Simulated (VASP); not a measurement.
Here is a VASP 6.6.1 calculation.

Contents of INCAR:

```
SYSTEM = Sc
ALGO     = Normal         ! electronic algorithm
EDIFF    = 1E-6           ! SCF threshold, eV
ENCUT    = 520            ! plane-wave cutoff, eV
GGA      = PE             ! functional
ISIF     = 2              ! what is computed and relaxed
ISMEAR   = -1             ! smearing method
LASPH    = .True.         ! aspherical terms in the spheres
LCHARG   = .True.         ! write CHGCAR
LELF     = .True.         ! ELF
LREAL    = .False.        ! projectors in reciprocal space
LVHAR    = .True.       
LWAVE    = .False.        ! write WAVECAR
NBANDS   = 12             ! bands
NELM     = 60             ! most SCF steps
PREC     = Accurate       ! precision mode
SIGMA    = 0.08           ! smearing width, eV
```

KPOINTS

```
k-points
0
Gamma
  13 13 13
  0 0 0
```

File POSCAR:

```
Sc
1.0
    2.5053692244      0.0000000000      0.0000000000
    0.0000000000      2.5053692244      0.0000000000
    0.0000000000      0.0000000000      2.5053692244
Sc
1
Direct
    0.0000000000      0.0000000000      0.0000000000
```

Potentials or basis: VASP PAW PBE potentials, release 64 (Sc_sv).

Launch:

```sh
$ cat potpaw_PBE.64/Sc_sv/POTCAR > POTCAR
$ mpirun -np 1 vasp_std > vasp.out
```

Problem. Predict the pressure.

Solution. 38.7 GPa.

Problem. What does it give for the band gap on the k mesh?

Solution. Zero (an odd number of electrons rules out a gap without spin polarisation).

Caveat: the cell stands under pressure.
